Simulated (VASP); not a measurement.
A run of VASP 6.6.1:

INCAR

```
ALGO = Normal
EDIFF = 1E-7
ENCUT = 520
GGA = PS
ISIF = 2
ISMEAR = 0
LASPH = True
LCHARG = False
LREAL = False
LWAVE = False
NBANDS = 38
NELM = 80
PREC = Accurate
SIGMA = 0.1
```

KPOINTS

```
k-points
0
Gamma
  12 12 12
```

Contents of POSCAR:

```
Ta4N3
1.0
   -2.1564415957      2.1564415957      4.2299984675
    2.1564415957     -2.1564415957      4.2299984675
    2.1564415957      2.1564415957     -4.2299984675
Ta N
4 3
Direct
    0.0000000000      0.5000000000      0.5000000000
    0.2611583415      0.2611583415      0.0000000000
    0.5000000000      0.0000000000      0.5000000000
    0.7388416585      0.7388416585      0.0000000000
    0.7500000000      0.2500000000      0.5000000000
    0.0000000000      0.0000000000      0.0000000000
    0.2500000000      0.7500000000      0.5000000000
```

Potentials or basis: VASP PAW PBE potentials, release 64 (Ta_pv, N).

Launch:

```sh
$ cat potpaw_PBE.64/Ta_pv/POTCAR potpaw_PBE.64/N/POTCAR > POTCAR
$ mpirun -np 1 vasp_std > vasp.out
```

Hardware: 1 thread of Intel(R) Xeon(R) Platinum 8259CL CPU @ 2.50GHz (Skylake/Cascade Lake), on a shared host.

Q: Estimate the wall time of this run.

A: Wall time 14 min on 1 thread of Intel(R) Xeon(R) Platinum 8259CL CPU @ 2.50GHz (Skylake/Cascade Lake), on a shared host, peak memory 0.5 GiB. Counts: scf iterations 16, k points 163.
